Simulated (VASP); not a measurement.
A run of VASP 6.6.1 is set up as follows.

INCAR

```
PREC = Accurate
ENCUT = 520
EDIFF = 1E-6
ISMEAR = -1
SIGMA = 0.05
LREAL = Auto
LASPH = T
NELM = 100
ALGO = Normal
ISIF = 2
LWAVE = F
LCHARG = T
GGA = PE
IVDW = 12
LELF = T
LVHAR = T
NBANDS = 82
```

File KPOINTS:

```
Automatic mesh
0
Gamma
  1 1 1
```

File POSCAR:

```
H3CCl
1.0
    9.0287150000      0.0000000000      0.0000000000
    0.0000000000      9.0287150000      0.0000000000
    0.0000000000      0.0000000000      9.0287150000
C Cl H
8 8 24
Direct
    0.6437239408      0.5287352630      0.0150741274
    0.4153304208      0.1412382604      0.6530386661
    0.7656792799      0.8502095813      0.7199917153
    0.9595606905      0.0316545599      0.3311988472
    0.0563756858      0.4309140337      0.2524168722
    0.8995743027      0.2492713526      0.7458868732
    0.4074112429      0.5660495430      0.5351813630
    0.5292779759      1.0395499249      0.1992310091
    0.6139190350      0.4272368770      0.1811664229
    0.2825983543      0.0936013597      0.7962151868
    0.8905807748      0.7044634812      0.7219188999
    1.1607964146      0.0130029578      0.3660764572
    0.0116184861      0.4411148209      0.4422445498
    0.8512507040      0.1778547667      0.9176942677
    0.3058685538      0.6985268668      0.6412208160
    0.5712330049      0.8819084443      0.3087150276
    0.6458283377      0.6494168882      0.0333713048
    0.7424533835      0.4873450984     -0.0367383398
    0.5491036100      0.5006249505     -0.0564753678
    0.4123067347      0.0457540193      0.5782993482
    0.3869764413      0.2435784051      0.5914905942
    0.5199300233      0.1536320506      0.7199917153
    0.6563503223      0.8136041508      0.6751016064
    0.7548693253      0.8934715516      0.8321339194
    0.8064492012      0.9394803136      0.6472571124
    0.9334993961      0.1288001670      0.2661508310
    0.9129981398     -0.0717599348      0.2814907769
    0.9195549976      0.0619467997      0.4412698817
    0.1002246721      0.5392793991      0.2157449870
    0.1273492407      0.3403585117      0.2331007236
   -0.0451891548      0.4120409161      0.1918213168
    0.8076343090      0.2274742308      0.6623866187
    0.9125440331      0.3691333706      0.7556224778
    1.0025789938      0.1970380060      0.7159379823
    0.3383870241      0.4861932180      0.4732677906
    0.4642964143      0.6335896083      0.4544943550
    0.4942120778      0.5179585356      0.6141073231
    0.5028844082      1.1370499567      0.2734497656
    0.6230122448      1.0687678147      0.1300960325
    0.4405388807      1.0101548227      0.1268951340
```

Potentials or basis: VASP PAW PBE potentials, release 64 (C, Cl, H).

Run with:

```console
$ cat potpaw_PBE.64/C/POTCAR potpaw_PBE.64/Cl/POTCAR potpaw_PBE.64/H/POTCAR > POTCAR
$ mpirun -np 1 vasp_gam > vasp.out
```

Q: Predict the pressure.

A: -0.3 GPa.

Q: What does it give for the band gap on the k mesh?

A: 5.36 eV.

Stress tensor (GPa, compression positive):
```
-0.25 -0.42 -1.13
-0.42 -0.40 -0.32
-1.13 -0.32 -0.11
```

Caveat: the k points lie up to 0.70 Å⁻¹ apart; the atoms stand as in a frame of molecular dynamics.
